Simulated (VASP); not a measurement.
# Ni (Fm-3m) in VASP: further runs

Ni is run at these levels: LDA; tasks: single point.

Everything below comes from runs of VASP 6.6.1. Logs are shortened: lines on timing, memory, paths and dates and some standing lists are left out, and cuts for length are marked.

**1. The cell of the first run**

Symmetry: Fm-3m, No. 225, cubic system. Conventional cell: a = 3.354 Å, b = 3.354 Å, c = 3.354 Å, α = 90.00°, β = 90.00°, γ = 90.00°. Within 3.1 Å of Ni (site symmetry m-3m) lie 12 Ni at 2.37 Å.

**2. Single point, LDA**

Input file INCAR:

```
PREC = Accurate ; ENCUT = 520
EDIFF = 1E-6 ; ISMEAR = 0
SIGMA = 0.15 ; LREAL = False
LASPH = True ; NELM = 100
ALGO = Normal ; ISIF = 2
LWAVE = False ; LCHARG = False
NBANDS = 11
```

Input file KPOINTS:

```
Automatic mesh
0
Gamma
  24 24 24
```

Input file POSCAR:

```
Ni
1.0
    0.0000000000      1.6770265810      1.6770265810
    1.6770265810      0.0000000000      1.6770265810
    1.6770265810      1.6770265810      0.0000000000
Ni
1
Direct
    0.0000000000      0.0000000000      0.0000000000
```

Potentials or basis: VASP PAW LDA potentials, release 64 (Ni).

Command:

```
$ cat potpaw_LDA.64/Ni/POTCAR > POTCAR
$ mpirun -np 1 vasp_std > vasp.out
```

OUTCAR:

```text
PREC = Accurate
   ENCUT = 520
   EDIFF = 1E-6
   ISMEAR = 0
   LREAL = False
   LASPH = True
   NELM = 100
   ISIF = 2

 ion  position               nearest neighbor table
   1  0.000  0.000  0.000-

  LATTYP: Found a face centered cubic cell.
 ALAT       =     3.3540531620

  Lattice vectors:

 A1 = (   0.0000000000,   1.6770265810,   1.6770265810)
 A2 = (   1.6770265810,   0.0000000000,   1.6770265810)
 A3 = (   1.6770265810,   1.6770265810,   0.0000000000)

Analysis of symmetry for initial positions (statically):
=====================================================================
 Subroutine PRICEL returns:
 Original cell was already a primitive cell.

 Routine SETGRP: Setting up the symmetry group for a
 face centered cubic supercell.

 Subroutine GETGRP returns: Found 48 space group operations
 (whereof 48 operations were pure point group operations)
 out of a pool of 48 trial point group operations.

The static configuration has the point symmetry O_h .

Analysis of symmetry for dynamics (positions and initial velocities):
=====================================================================
 Subroutine PRICEL returns:
 Original cell was already a primitive cell.

 Routine SETGRP: Setting up the symmetry group for a
 face centered cubic supercell.

 Subroutine GETGRP returns: Found 48 space group operations
 (whereof 48 operations were pure point group operations)
 out of a pool of 48 trial point group operations.

The dynamic configuration has the point symmetry O_h .

 Subroutine INISYM returns: Found 48 space group operations
 (whereof 48 operations are pure point group operations),
 and found     1 'primitive' translations

----------------------------------------------------------------------------------------

                                     Primitive cell

  volume of cell :       9.4330

  direct lattice vectors                    reciprocal lattice vectors
     0.000000000  1.677026581  1.677026581    -0.298146735  0.298146735  0.298146735
     1.677026581  0.000000000  1.677026581     0.298146735 -0.298146735  0.298146735
     1.677026581  1.677026581  0.000000000     0.298146735  0.298146735 -0.298146735

  length of vectors
     2.371673735  2.371673735  2.371673735     0.516405294  0.516405294  0.516405294

  position of ions in fractional coordinates (direct lattice)
     0.000000000  0.000000000  0.000000000

  ion indices of the primitive-cell ions
   primitive index   ion index
                 1           1
[... 78 lines left out ...]
   ISIF   =      2    stress and relaxation
   ISYM   =      2    0-nonsym 1-usesym 2-fastsym
   POTIM  = 0.5000    time-step for ionic-motion
   TEBEG  =    0.0;   TEEND  =   0.0 temperature during run
   PSTRESS=    0.0 pullay stress
   NELECT =      10.0000    total number of electrons
   NUPDOWN=      -1.0000    fix difference up-down
   EMIN   =  10.00;   EMAX   =-10.00  energy-range for DOS
   EFERMI =   0.00;   METHOD = LEGACY
   ISMEAR =     0;   SIGMA  =   0.15  broadening in eV -4-tet -1-fermi 0-gaus
   EFERMI_NEDOS =   21; number of points for ismear=-14 and -15
   IALGO  =     38    algorithm
   IMIX   =      4    mixing-type and parameters
     AMIX     =   0.40;   BMIX     =  1.00
     AMIX_MAG =   1.60;   BMIX_MAG =  1.00
  volume/ion in A,a.u.               =       9.43        63.66
  Fermi-wavevector in a.u.,A,eV,Ry     =   1.669263  3.154451 37.911824  2.786440
  Thomas-Fermi vector in A             =   2.754967
   LORBIT       =      0    0 simple, 1 ext, 2 COOP (PROOUT), +10 PAW based schemes
   GGA     = CA    functional components
   LHFCALC =     F    Hartree Fock is set to
   AEXX    =    0.0000 exact exchange contribution
   IVDW    =     0    specifies the selected vdW correction
   LEPSILON=     F    determine dielectric tensor
   LRPA    =     F    only Hartree local field effects (RPA)
 non-spin polarized calculation
 Gauss-broadening in eV      SIGMA  =   0.15
  energy-cutoff  :      520.00
  volume of cell :        9.43
 maximum number of plane-waves:       271
 NGX is ok and might be reduce to    18
   NGX =  9   NGY =  9   NGZ =  9

 number of electron      10.0000007 magnetization

 Free energy of the ion-electron system (eV)
  ---------------------------------------------------
  ext. energy  EPLUGINS =         0.00000000
  ---------------------------------------------------
  free energy    TOTEN  =        -6.53293336 eV

  energy without entropy =       -6.49828003  energy(sigma->0) =       -6.51560670

 E-fermi :  11.1002     XC(G=0): -14.4791

 val. band max:       11.0975802818   @ k =   0.5000   0.0833   0.0000
 cond. band min:      11.1033000983   @ k =   0.4583   0.1250   0.0000
 fundamental gap:      0.0057198165
 Fermi energy:        11.1001740042

 k-point     1 :       0.0000    0.0000    0.0000
  band No.  band energies     occupation
      1       1.2300      2.00000
      2       8.7835      2.00000
      3       8.7835      2.00000
      4       8.7835      2.00000
      5      10.1812      2.00000
      6      10.1812      2.00000
      7      36.1774      0.00000
      8      41.1176      0.00000
      9      41.1176      0.00000
     10      41.1176      0.00000
     11      44.7521      0.00000
[... 309 lines left out ...]
 k-point    24 :       0.4583    0.0417    0.0000
  band No.  band energies     occupation
      1       5.7658      2.00000
      2       8.7135      2.00000
      3       8.7944      2.00000
      4       9.9467      2.00000
      5      11.0693      1.22901
      6      11.3667      0.01199
      7      19.0064      0.00000
      8      34.4985      0.00000
      9      37.4297      0.00000
     10      38.2330      0.00000
     11      41.9865      0.00000

 [... further k-points ...]

------------------------ aborting loop because EDIFF is reached ----------------------------------------

  FORCE on cell =-STRESS in cart. coord.  units (eV):
  Direction    XX          YY          ZZ          XY          YZ          ZX
  --------------------------------------------------------------------------------------
  -------------------------------------------------------------------------------------
  Total        0.9949232      0.9949232      0.9949232     -0.0000000     -0.0000000     -0.0000000
  in kB      168.9858367    168.9858367    168.9858367     -0.0000000     -0.0000000     -0.0000000
  external PRESSURE =     168.9858367 kB  Pullay stress =       0.0000000 kB

 VOLUME and BASIS-vectors are now :
 -----------------------------------------------------------------------------
  energy-cutoff  :      520.00
  volume of cell :        9.43
      direct lattice vectors                 reciprocal lattice vectors
     0.000000000  1.677026581  1.677026581    -0.298146735  0.298146735  0.298146735
     1.677026581  0.000000000  1.677026581     0.298146735 -0.298146735  0.298146735
     1.677026581  1.677026581  0.000000000     0.298146735  0.298146735 -0.298146735

 POSITION                                       TOTAL-FORCE (eV/Angst)
 -----------------------------------------------------------------------------------
      0.00000      0.00000      0.00000         0.000000      0.000000      0.000000
 -----------------------------------------------------------------------------------
    total drift:                               -0.000000     -0.000000     -0.000000

  FREE ENERGIE OF THE ION-ELECTRON SYSTEM (eV)
  ---------------------------------------------------
  free  energy   TOTEN  =        -6.5329333601 eV

  energy  without entropy=       -6.4982800310  energy(sigma->0) =       -6.51560670
```

Wall time 34 s (1 thread of Intel Xeon Platinum 8259CL at 2.50GHz (Skylake/Cascade Lake), shared host); peak memory 0.15 GiB.

What came out:

- Free energy: -6.5329 eV
- Pressure: 16.9 GPa
- Band gap on the k mesh: zero (band 5 reaches 11.31 eV, above the bottom of band 6 at 10.12 eV)

Levels at points of the mesh, in eV from the Fermi level:
```tsv
k point	band 2	band 3	band 4	band 5	band 6	band 7	band 8	band 9
(0.00, 0.00, 0.00)	-2.32	-2.32	-2.32	-0.92	-0.92	25.08	30.02	30.02
(0.50, 0.00, 0.00)	-2.37	-2.37	-0.38	-0.01	-0.01	7.14	23.53	27.32
(0.50, 0.50, 0.00)	-4.58	-0.01	0.21	0.21	2.71	10.91	16.31	16.31
```

Caveat: the run has no spin polarisation, though such a crystal can be magnetic. Spin polarisation is off, so any magnetic state and its effect on volume and gap are missing.

**3. Single point, LDA**

This run uses another cell than the first one, of 10.04 Å³/atom, 1.064 times its volume.

Input file INCAR:

```
SYSTEM = Ni
PREC = Accurate
ENCUT = 520
EDIFF = 1E-6
ISMEAR = 0
SIGMA = 0.15
LREAL = .FALSE.
LASPH = .TRUE.
NELM = 100
ALGO = Fast
ISIF = 2
LWAVE = .FALSE.
LCHARG = .FALSE.
GGA = CA
NBANDS = 11
```

Input file KPOINTS:

```
regular mesh
0
G
  24 24 24
  0 0 0
```

Input file POSCAR:

```
Ni
1.0
    0.0000000000      1.7119891795      1.7119891795
    1.7119891795      0.0000000000      1.7119891795
    1.7119891795      1.7119891795      0.0000000000
Ni
1
Direct
    0.0000000000      0.0000000000      0.0000000000
```

Potentials or basis: VASP PAW LDA potentials, release 64 (Ni).

Command:

```
$ cat potpaw_LDA.64/Ni/POTCAR > POTCAR
$ mpirun -np 1 vasp_std > vasp.out
```

OUTCAR:

```text
SYSTEM = Ni
   PREC = Accurate
   ENCUT = 520
   EDIFF = 1E-6
   ISMEAR = 0
   LREAL = .FALSE.
   LASPH = .TRUE.
   NELM = 100
   ISIF = 2
   GGA = CA

 ion  position               nearest neighbor table
   1  0.000  0.000  0.000-

  LATTYP: Found a face centered cubic cell.
 ALAT       =     3.4239783590

  Lattice vectors:

 A1 = (   0.0000000000,   1.7119891795,   1.7119891795)
 A2 = (   1.7119891795,   0.0000000000,   1.7119891795)
 A3 = (   1.7119891795,   1.7119891795,   0.0000000000)

Analysis of symmetry for initial positions (statically):
=====================================================================
 Subroutine PRICEL returns:
 Original cell was already a primitive cell.

 Routine SETGRP: Setting up the symmetry group for a
 face centered cubic supercell.

 Subroutine GETGRP returns: Found 48 space group operations
 (whereof 48 operations were pure point group operations)
 out of a pool of 48 trial point group operations.

The static configuration has the point symmetry O_h .

Analysis of symmetry for dynamics (positions and initial velocities):
=====================================================================
 Subroutine PRICEL returns:
[... 162 lines left out ...]
 cond. band min:      10.0921775187   @ k =   0.4583   0.1250   0.0000
 fundamental gap:      0.0051535036
 Fermi energy:        10.0918721010

 k-point     1 :       0.0000    0.0000    0.0000
  band No.  band energies     occupation
      1       0.6922      2.00000
      2       7.9787      2.00000
      3       7.9787      2.00000
      4       7.9787      2.00000
      5       9.2535      2.00000
      6       9.2535      2.00000
      7      34.6763      0.00000
      8      39.1091      0.00000
      9      39.1091      0.00000
     10      39.1091      0.00000
     11      42.4368      0.00000
[... 309 lines left out ...]
 k-point    24 :       0.4583    0.0417    0.0000
  band No.  band energies     occupation
      1       5.1555      2.00000
      2       7.9202      2.00000
      3       7.9930      2.00000
      4       9.0719      2.00000
      5      10.0614      1.22618
      6      10.3606      0.01130
      7      17.5034      0.00000
      8      32.9966      0.00000
      9      35.3430      0.00000
     10      36.0972      0.00000
     11      39.8664      0.00000

 [... further k-points ...]
[... 5 lines left out ...]
  --------------------------------------------------------------------------------------
  -------------------------------------------------------------------------------------
  Total       -0.0905562     -0.0905562     -0.0905562      0.0000000      0.0000000     -0.0000000
  in kB      -14.4575768    -14.4575768    -14.4575768      0.0000000      0.0000000     -0.0000000
  external PRESSURE =     -14.4575768 kB  Pullay stress =       0.0000000 kB

 VOLUME and BASIS-vectors are now :
 -----------------------------------------------------------------------------
  energy-cutoff  :      520.00
  volume of cell :       10.04
      direct lattice vectors                 reciprocal lattice vectors
     0.000000000  1.711989179  1.711989179    -0.292057921  0.292057921  0.292057921
     1.711989179  0.000000000  1.711989179     0.292057921 -0.292057921  0.292057921
     1.711989179  1.711989179  0.000000000     0.292057921  0.292057921 -0.292057921

 POSITION                                       TOTAL-FORCE (eV/Angst)
 -----------------------------------------------------------------------------------
      0.00000      0.00000      0.00000         0.000000      0.000000      0.000000
 -----------------------------------------------------------------------------------
    total drift:                                0.000000     -0.000000     -0.000000

  FREE ENERGIE OF THE ION-ELECTRON SYSTEM (eV)
  ---------------------------------------------------
  free  energy   TOTEN  =        -6.5607049916 eV

  energy  without entropy=       -6.5237650696  energy(sigma->0) =       -6.54223503
```

stdout:

```text
POSCAR found type information on POSCAR Ni
 POSCAR found :  1 types and       1 ions
 scaLAPACK will be used
 LDA part: xc-table for (Slater(with rela. corr.)+CA(PZ))
 , standard interpolation
 POSCAR, INCAR and KPOINTS ok, starting setup
 FFT: planning ... GRIDC
 FFT: planning ... GRID_SOFT
 FFT: planning ... GRID
 WAVECAR not read
 entering main loop
```

Run time: 37 s. Hardware: 1 thread of Intel Xeon Platinum 8259CL at 2.50GHz (Skylake/Cascade Lake), shared host; peak memory 0.15 GiB.

Results:

```yaml
Free_energy: -6.5607 eV
Pressure: -1.4 GPa
Band_gap_on_the_k_mesh: zero (band 5 reaches 10.28 eV, above the bottom of band 6 at 9.20 eV)
```

Caveat: the run has no spin polarisation, though such a crystal can be magnetic. Spin polarisation is off, so any magnetic state and its effect on volume and gap are missing.

**4. Single point, LDA**

This run uses another cell than the first one, of 10.64 Å³/atom, 1.128 times its volume.

Input file INCAR:

```
  ALGO = Fast
  EDIFF = 1E-6
  ENCUT = 520
  GGA = CA
  ISIF = 2
  ISMEAR = 0
  LASPH = T
  LCHARG = F
  LREAL = F
  LWAVE = F
  NBANDS = 11
  NELM = 100
  PREC = Accurate
  SIGMA = 0.15
```

Input file KPOINTS:

```
k-points
0
Gamma
  24 24 24
```

Input file POSCAR:

```
Ni
1.0
    0.0000000000      1.7455396617      1.7455396617
    1.7455396617      0.0000000000      1.7455396617
    1.7455396617      1.7455396617      0.0000000000
Ni
1
Direct
    0.0000000000      0.0000000000      0.0000000000
```

Command:

```
$ cat potpaw_LDA.64/Ni/POTCAR > POTCAR
$ mpirun -np 1 vasp_std > vasp.out
```

It took 39 s on 1 thread of Intel Xeon Platinum 8259CL at 2.50GHz (Skylake/Cascade Lake), shared host; peak memory 0.16 GiB.

It converged, with:

* Free energy: -6.5317 eV
* Pressure: -13.6 GPa
* Band gap on the k mesh: zero (band 5 reaches 9.37 eV, above the bottom of band 6 at 8.39 eV)

Levels at points of the mesh, in eV from the Fermi level:
| k point | band 2 | band 3 | band 4 | band 5 | band 6 | band 7 | band 8 | band 9 |
| --- | --- | --- | --- | --- | --- | --- | --- | --- |
| (0.00, 0.00, 0.00) | -1.94 | -1.94 | -1.94 | -0.77 | -0.77 | 24.11 | 28.08 | 28.08 |
| (0.50, 0.00, 0.00) | -1.97 | -1.97 | -0.13 | -0.01 | -0.01 | 6.22 | 22.62 | 25.16 |
| (0.50, 0.50, 0.00) | -3.83 | -0.01 | 0.17 | 0.17 | 2.64 | 9.77 | 15.16 | 15.16 |

Caveat: the run has no spin polarisation, though such a crystal can be magnetic. Spin polarisation is off, so any magnetic state and its effect on volume and gap are missing.

[end of part 1 of 2]
